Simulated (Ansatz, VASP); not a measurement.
## One calculation of CoBi, two programs

```
CELL_PARAMETERS angstrom
0.00000 2.93625 2.93625
2.93625 0.00000 2.93625
2.93625 2.93625 0.00000
ATOMIC_POSITIONS crystal
Co 0.00000 0.00000 0.00000
Bi 0.25000 0.25000 0.25000
```

Alike in both runs: task single point; functional r2SCAN; k mesh 12 × 12 × 12; occupations gaussian, width 0.1 eV; no spin polarisation.

|  | VASP | Ansatz |
| --- | --- | --- |
| version | VASP 6.6.1 | Ansatz 0.2.0 |
| potentials or method | VASP PAW PBE potentials, release 64 (Co, Bi_d), cutoff 520 eV | scalar-relativistic, plane waves, PAW |
| valence electrons in the cell | 24 | 32 |

Ansatz gave:

* gap on the k mesh at the Fermi level (eV): none
* pressure (GPa): -2.1

**Question.** What did VASP give for the same quantities?

**Answer.** gap on the k mesh at the Fermi level (eV): none; pressure (GPa): -2.0.

VASP's potentials were made for PBE, not for r2SCAN. A gap of «none» marks a metal or a gap that the smearing closes. With one functional, cell and mesh, what is left measures potentials, basis and numerics. VASP's potentials hold 24 valence electrons a cell and Ansatz's 32, so a difference there can come from the potentials and not from the codes.

Neither program's run includes spin-orbit coupling.
